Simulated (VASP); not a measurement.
Set up this calculation in VASP 6.6.1, as the native input.

| Quantity | Value |
| --- | --- |
| Task | single point |
| Functional | PBE |
| Potentials or basis | VASP PAW PBE potentials, release 64 (W_sv) |
| Cutoff | 520 eV |
| k mesh | 15 × 15 × 15 |
| Occupations | fermi-dirac, width 0.08 eV |
| Spin | no spin polarisation |
| Dipole correction | no |
| Further INCAR settings | ALGO = Normal; EDIFF = 1e-07; NBANDS = 13 |

The structure of W lies in POSCAR:

```
W
1.0
    2.4993408686      0.0000000000      0.0000000000
    0.0000000000      2.4993408686      0.0000000000
    0.0000000000      0.0000000000      2.4993408686
W
1
Direct
    0.0000000000      0.0000000000      0.0000000000
```

These files were run (other wordings do the same):

INCAR

```
SYSTEM = W
PREC = Accurate ; ENCUT = 520
EDIFF = 1E-7 ; ISMEAR = -1
SIGMA = 0.08 ; LREAL = .False.
LASPH = .True. ; NELM = 60
ALGO = Normal ; ISIF = 2
LWAVE = .False. ; LCHARG = .False.
GGA = PE ; NBANDS = 13
```

KPOINTS

```
Automatic mesh
0
Gamma
  15 15 15
  0 0 0
```

Potentials or basis: VASP PAW PBE potentials, release 64 (W_sv).

Command:

```console
$ cat potpaw_PBE.64/W_sv/POTCAR > POTCAR
$ mpirun -np 1 vasp_std > vasp.out
```

Results of the run:

The pressure is 50.9 GPa. The band gap on the k mesh is zero (band 7 reaches 13.70 eV, above the bottom of band 8 at 10.46 eV).

Caveat: spin-orbit coupling is left out, which moves the levels of the heavy elements.

Run time: 7.5 s on 1 thread of Intel(R) Xeon(R) 6975P-C (Granite Rapids) (shared host), peak memory 0.13 GiB.
